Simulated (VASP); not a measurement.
Here is a VASP 6.6.1 calculation.

Contents of INCAR:

```
SYSTEM = KBr
PREC = Accurate
ENCUT = 520
EDIFF = 1E-7
ISMEAR = 0
SIGMA = 0.01
LREAL = .False.
LASPH = .True.
NELM = 60
ALGO = Normal
ISIF = 2
LWAVE = .False.
LCHARG = .True.
GGA = PE
LELF = .True.
LVHAR = .True.
NBANDS = 15
```

KPOINTS

```
regular mesh
0
Gamma
  6 6 6
  0 0 0
```

File POSCAR:

```
KBr
1.0
    0.0000000000      3.3024387198      3.3024387198
    3.3024387198      0.0000000000      3.3024387198
    3.3024387198      3.3024387198      0.0000000000
K Br
1 1
Direct
    0.0000000000      0.0000000000      0.0000000000
    0.5000000000      0.5000000000      0.5000000000
```

Potentials or basis: VASP PAW PBE potentials, release 64 (K_sv, Br).

The run is started by

```bash
$ cat potpaw_PBE.64/K_sv/POTCAR potpaw_PBE.64/Br/POTCAR > POTCAR
$ mpirun -np 1 vasp_std > vasp.out
```

**Question.** Estimate the band gap on the k mesh.

**Answer.** 4.43 eV, direct.

**Question.** What does it give for the pressure?

**Answer.** 0.7 GPa.

A hybrid or GW would open this gap; PBE tends to underestimate it.
